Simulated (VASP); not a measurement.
# TiB (I-4m2) in VASP: further runs, part 2 of 2

VASP 6.6.1. Earlier steps stand in the parts before.

### 4 Single point, PBEsol

This run uses another cell than the first one, of the same volume but with other edges.

Input file INCAR:

```
SYSTEM = TiB
ALGO     = Normal         ! electronic algorithm
EDIFF    = 1E-6           ! SCF threshold, eV
ENCUT    = 520            ! plane-wave cutoff, eV
GGA      = PS             ! functional
ISIF     = 2              ! what is computed and relaxed
ISMEAR   = 0              ! smearing method
LASPH    = .True.         ! aspherical terms in the spheres
LCHARG   = .False.        ! write CHGCAR
LREAL    = .False.        ! projectors in reciprocal space
LWAVE    = .False.        ! write WAVECAR
NBANDS   = 14             ! bands
NELM     = 60             ! most SCF steps
PREC     = Accurate       ! precision mode
SIGMA    = 0.15           ! smearing width, eV
```

Input file KPOINTS:

```
k-points
0
Gamma
  22 22 22
  0 0 0
```

Input file POSCAR:

```
TiB
1.0
    0.0000000000      1.9250629472      2.5025818313
    1.9250629472      0.0000000000      2.5025818313
    1.9250629472      1.9250629472      0.0000000000
Ti B
1 1
Direct
    0.7500000000      0.7500000000      0.7500000000
    0.0000000000      0.0000000000      0.0000000000
```

Command:

```
> cat potpaw_PBE.64/Ti_sv/POTCAR potpaw_PBE.64/B/POTCAR > POTCAR
> mpirun -np 1 vasp_std > vasp.out
```

It took 55 s on 1 thread of Intel Xeon 6975P-C (Granite Rapids), shared host; peak memory 0.32 GiB.

The run converged. Its results:

```
Free energy : -11.4419 eV
Pressure    : 105.0 GPa
```

Stress tensor (GPa, compression positive):
```
 97.24   0.00   0.00
  0.00  97.24   0.00
  0.00   0.00 120.60
```

Levels at points of the mesh, in eV from the Fermi level:
```tsv
k point	band 3	band 4	band 5	band 6	band 7	band 8	band 9	band 10	band 11	band 12
(0.00, 0.00, 0.00)	-31.14	-31.14	-9.72	-2.59	-1.43	-1.43	0.76	4.23	8.52	12.52
(0.50, 0.00, 0.00)	-31.68	-31.13	-6.32	-3.28	-2.20	-0.08	2.91	3.34	6.56	7.96
(0.50, 0.50, 0.00)	-31.27	-31.27	-5.16	-5.01	-1.05	2.42	2.42	4.60	4.71	5.73
(0.50, 0.00, 0.50)	-31.83	-31.68	-5.17	-4.60	-0.14	1.03	1.87	2.66	5.64	6.81
```

Caveat: the PAW data sets were made with another functional, which shifts forces and pressure a little.

### 5 Single point, PBEsol

This run uses another cell than the first one, of the same volume but with other edges.

Input file INCAR:

```
  PREC = Accurate
  ENCUT = 520
  EDIFF = 1E-6
  ISMEAR = 0
  SIGMA = 0.15
  LREAL = F
  LASPH = T
  NELM = 80
  ALGO = Normal
  ISIF = 2
  LWAVE = F
  LCHARG = F
  GGA = PS
  NBANDS = 14
```

Input file KPOINTS:

```
regular mesh
0
Gamma
  22 22 22
```

Input file POSCAR:

```
TiB
1.0
    0.0000000000      2.1602140014      1.9873968813
    2.1602140014      0.0000000000      1.9873968813
    2.1602140014      2.1602140014      0.0000000000
Ti B
1 1
Direct
    0.7500000000      0.7500000000      0.7500000000
    0.0000000000      0.0000000000      0.0000000000
```

Command:

```
> cat potpaw_PBE.64/Ti_sv/POTCAR potpaw_PBE.64/B/POTCAR > POTCAR
> mpirun -np 1 vasp_std > vasp.out
```

Wall time 61 s (1 thread of Intel Xeon 6975P-C (Granite Rapids), shared host); peak memory 0.33 GiB.

Results (log left out):

```
Free energy : -11.1701 eV
Pressure    : 111.3 GPa
```

Stress tensor (GPa, compression positive):
```
118.82   0.00   0.00
  0.00 118.82   0.00
  0.00   0.00  96.37
```

Levels at points of the mesh, in eV from the Fermi level:
| k point | band 6 | band 7 | band 8 | band 9 | band 10 | band 11 |
| --- | --- | --- | --- | --- | --- | --- |
| (0.00, 0.00, 0.00) | -2.01 | -2.01 | -1.74 | 2.71 | 3.59 | 12.23 |
| (0.50, 0.00, 0.00) | -2.56 | -1.66 | -0.84 | 3.85 | 4.31 | 5.96 |
| (0.50, 0.50, 0.00) | -4.46 | 1.58 | 1.58 | 1.89 | 4.63 | 5.97 |
| (0.50, 0.00, 0.50) | -4.21 | 0.61 | 1.64 | 2.26 | 4.48 | 5.77 |

Caveat: the PAW data sets were made with another functional, which shifts forces and pressure a little.

### 6 Single point, PBEsol

This run uses another cell than the first one, of the same volume but with other edges.

Input file INCAR:

```
SYSTEM = TiB
PREC = Accurate
ENCUT = 520
EDIFF = 1E-7
ISMEAR = 0
SIGMA = 0.15
LREAL = .FALSE.
LASPH = .TRUE.
NELM = 80
ALGO = Normal
ISIF = 2
LWAVE = .FALSE.
LCHARG = .FALSE.
GGA = PS
NBANDS = 14
```

Input file KPOINTS:

```
Automatic mesh
0
G
  22 22 22
  0 0 0
```

Input file POSCAR:

```
TiB
1.0
    0.0000000000      2.0353002722      2.2388302994
    2.0353002722      0.0000000000      2.2388302994
    2.0353002722      2.0353002722      0.0000000000
Ti B
1 1
Direct
    0.7500000000      0.7500000000      0.7500000000
    0.0000000000      0.0000000000      0.0000000000
```

Potentials or basis: VASP PAW PBE potentials, release 64 (Ti_sv, B).

Command:

```
> cat potpaw_PBE.64/Ti_sv/POTCAR potpaw_PBE.64/B/POTCAR > POTCAR
> mpirun -np 1 vasp_std > vasp.out
```

OUTCAR:

```text
SYSTEM = TiB
   PREC = Accurate
   ENCUT = 520
   EDIFF = 1E-7
   ISMEAR = 0
   LREAL = .FALSE.
   LASPH = .TRUE.
   NELM = 80
   ISIF = 2
   GGA = PS

 ion  position               nearest neighbor table
   1  0.750  0.750  0.750-   2 1.82   2 1.82   2 1.82   2 1.82
   2  0.000  0.000  0.000-   1 1.82   1 1.82   1 1.82   1 1.82

  LATTYP: Found a body centered tetragonal cell.
 ALAT       =     2.8783492484
 C/A-ratio  =     1.5556349186

  Lattice vectors:

 A1 = (  -2.0353002722,   0.0000000000,   2.2388302994)
 A2 = (   2.0353002722,   0.0000000000,   2.2388302994)
 A3 = (   0.0000000000,   2.0353002722,  -2.2388302994)

Analysis of symmetry for initial positions (statically):
=====================================================================
 Subroutine PRICEL returns:
 Original cell was already a primitive cell.

 Routine SETGRP: Setting up the symmetry group for a
 body centered tetragonal supercell.

 Subroutine GETGRP returns: Found  8 space group operations
 (whereof  8 operations were pure point group operations)
 out of a pool of 16 trial point group operations.

The static configuration has the point symmetry D_2d.

Analysis of symmetry for dynamics (positions and initial velocities):
=====================================================================
 Subroutine PRICEL returns:
 Original cell was already a primitive cell.

 Routine SETGRP: Setting up the symmetry group for a
 body centered tetragonal supercell.

 Subroutine GETGRP returns: Found  8 space group operations
 (whereof  8 operations were pure point group operations)
 out of a pool of 16 trial point group operations.

The dynamic configuration has the point symmetry D_2d.

 Subroutine INISYM returns: Found  8 space group operations
 (whereof  8 operations are pure point group operations),
 and found     1 'primitive' translations

----------------------------------------------------------------------------------------

                                     Primitive cell

  volume of cell :      18.5485
[... 119 lines left out ...]
   LRPA    =     F    only Hartree local field effects (RPA)
 non-spin polarized calculation
 Gauss-broadening in eV      SIGMA  =   0.15
  energy-cutoff  :      520.00
  volume of cell :       18.55
 maximum number of plane-waves:       515
   NGX = 11   NGY = 11   NGZ = 11

 number of electron      14.9999998 magnetization

 Free energy of the ion-electron system (eV)
  ---------------------------------------------------
  ext. energy  EPLUGINS =         0.00000000
  ---------------------------------------------------
  free energy    TOTEN  =       -11.16904287 eV

  energy without entropy =      -11.15834043  energy(sigma->0) =      -11.16369165

 E-fermi :   9.2639     XC(G=0): -12.9166

 val. band max:        9.2627940865   @ k =  -0.2727   0.5000   0.2273
 cond. band min:       9.2651921612   @ k =  -0.3636   0.2273   0.0000
 fundamental gap:      0.0023980747
 Fermi energy:         9.2638784930

 k-point     1 :       0.0000    0.0000    0.0000
  band No.  band energies     occupation
      1     -45.4425      2.00000
      2     -21.7213      2.00000
      3     -21.5957      2.00000
      4     -21.5957      2.00000
      5       0.1618      2.00000
      6       7.0986      2.00000
      7       7.4669      2.00000
      8       7.4669      2.00000
      9      11.7992      0.00000
     10      12.9999      0.00000
     11      20.7735      0.00000
     12      21.5774      0.00000
     13      22.3636      0.00000
     14      22.3636      0.00000
[... 377 lines left out ...]
      1     -45.3217      2.00000
      2     -22.4208      2.00000
      3     -21.8535      2.00000
      4     -21.6666      2.00000
      5       3.5817      2.00000
      6       6.6430      2.00000
      7       7.5730      2.00000
      8       8.4969      2.00000
      9      13.0800      0.00000
     10      13.4510      0.00000
     11      15.3026      0.00000
     12      18.8246      0.00000
     13      19.5066      0.00000
     14      21.8333      0.00000

 [... further k-points ...]

------------------------ aborting loop because EDIFF is reached ----------------------------------------

  FORCE on cell =-STRESS in cart. coord.  units (eV):
  Direction    XX          YY          ZZ          XY          YZ          ZX
  --------------------------------------------------------------------------------------
  -------------------------------------------------------------------------------------
  Total       12.1904244     12.1904244     14.1545761      0.0000000      0.0000000     -0.0000000
  in kB     1052.9827495   1052.9827495   1222.6419633      0.0000000      0.0000000     -0.0000000
  external PRESSURE =    1109.5358208 kB  Pullay stress =       0.0000000 kB

 VOLUME and BASIS-vectors are now :
 -----------------------------------------------------------------------------
  energy-cutoff  :      520.00
  volume of cell :       18.55
      direct lattice vectors                 reciprocal lattice vectors
     0.000000000  2.035300272  2.238830299    -0.245663997  0.245663997  0.223330906
     2.035300272  0.000000000  2.238830299     0.245663997 -0.245663997  0.223330906
     2.035300272  2.035300272  0.000000000     0.245663997  0.245663997 -0.223330906

 POSITION                                       TOTAL-FORCE (eV/Angst)
 -----------------------------------------------------------------------------------
      3.05295      3.05295      3.35825         0.000000      0.000000      0.000000
      0.00000      0.00000      0.00000        -0.000000     -0.000000     -0.000000
 -----------------------------------------------------------------------------------
    total drift:                               -0.000000     -0.000000      0.000001

  FREE ENERGIE OF THE ION-ELECTRON SYSTEM (eV)
  ---------------------------------------------------
  free  energy   TOTEN  =       -11.1690428683 eV

  energy  without entropy=      -11.1583404279  energy(sigma->0) =      -11.16369165
```

Wall time 68 s (1 thread of Intel Xeon 6975P-C (Granite Rapids), shared host); peak memory 0.33 GiB.

What came out:

```
Free energy : -11.1690 eV
Pressure    : 111.0 GPa
```

Levels at points of the mesh, in eV from the Fermi level:
| k point | band 4 | band 5 | band 6 | band 7 | band 8 | band 9 | band 10 | band 11 | band 12 | band 13 |
| --- | --- | --- | --- | --- | --- | --- | --- | --- | --- | --- |
| (0.00, 0.00, 0.00) | -30.86 | -9.10 | -2.17 | -1.80 | -1.80 | 2.54 | 3.74 | 11.51 | 12.31 | 13.10 |
| (0.50, 0.00, 0.00) | -30.93 | -5.70 | -2.59 | -1.67 | -0.80 | 3.92 | 4.11 | 6.04 | 9.61 | 10.14 |
| (0.50, 0.50, 0.00) | -31.10 | -4.77 | -4.26 | 0.17 | 2.18 | 2.18 | 4.76 | 6.11 | 6.11 | 6.66 |
| (0.50, 0.00, 0.50) | -31.24 | -4.81 | -4.34 | 1.30 | 1.46 | 1.90 | 4.35 | 5.77 | 6.46 | 7.94 |

Caveat: the PAW data sets were made with another functional, which shifts forces and pressure a little.

### 7 Summary

| cell | gap on the mesh (eV) | pressure (GPa) |
| --- | --- | --- |
| a = 2.888, b = 2.888, c = 3.335 Å, angles 54.7, 54.7, 70.5°, 2 atoms | none | 97.4 |
| a = 2.895, b = 2.895, c = 3.228 Å, angles 56.1, 56.1, 67.8°, 2 atoms | none | 103.9 |
| a = 3.157, b = 3.157, c = 2.722 Å, angles 64.5, 64.5, 51.1°, 2 atoms | none | 105.0 |
| a = 2.935, b = 2.935, c = 3.055 Å, angles 58.6, 58.6, 62.7°, 2 atoms | none | 111.3 |
| a = 3.026, b = 3.026, c = 2.878 Å, angles 61.6, 61.6, 56.8°, 2 atoms | none | 111.0 |

Alike in all rows: task single point; level PBEsol; potentials or basis VASP PAW PBE potentials, release 64 (Ti_sv, B); no spin polarisation; k mesh 22 × 22 × 22; cutoff (eV) 520; smearing gaussian 0.15 eV.

Caveats: the PAW data sets were made with another functional, which shifts forces and pressure a little.

Total energies depend on the potentials used, so only differences within one code and one set of settings carry meaning.
